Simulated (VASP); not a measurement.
# NaI: single point with PBE

The system is NaI.

```
CELL_PARAMETERS angstrom
0.00000 3.22972 3.22972
3.22972 0.00000 3.22972
3.22972 3.22972 0.00000
ATOMIC_POSITIONS crystal
Na 0.00000 0.00000 0.00000
I 0.50000 0.50000 0.50000
```

- Program: VASP 6.6.1
- Task: single point
- Functional: PBE
- Potentials or basis: VASP PAW PBE potentials, release 64 (Na_pv, I)
- Cutoff: 520 eV
- k mesh: 6 × 6 × 6
- Occupations: gaussian, width 0.01 eV
- Spin: no spin polarisation
- Dipole correction: no
- Further INCAR settings: ALGO = Normal; EDIFF = 1e-06; NBANDS = 14

The pressure is 0.5 GPa. The band gap on the k mesh is 3.66 eV.

Levels at points of the mesh, in eV from the valence-band top:
```tsv
k point	band 3	band 4	band 5	band 6	band 7	band 8	band 9	band 10	band 11	band 12
(0.00, 0.00, 0.00)	-22.43	-11.03	0.00	0.00	0.00	3.66	7.93	7.93	7.93	9.76
(0.50, 0.00, 0.00)	-22.43	-10.71	-2.20	-0.29	-0.29	5.09	7.45	7.45	8.78	10.32
(0.50, 0.50, 0.00)	-22.43	-10.64	-1.92	-0.75	-0.75	4.50	5.54	9.91	11.34	11.34
```

Wall time 24 s on 1 thread of Intel Xeon 8259CL, with other jobs on the host, peak memory 0.2 GiB.

Caveat: spin-orbit coupling is left out, which moves the levels of the heavy elements.
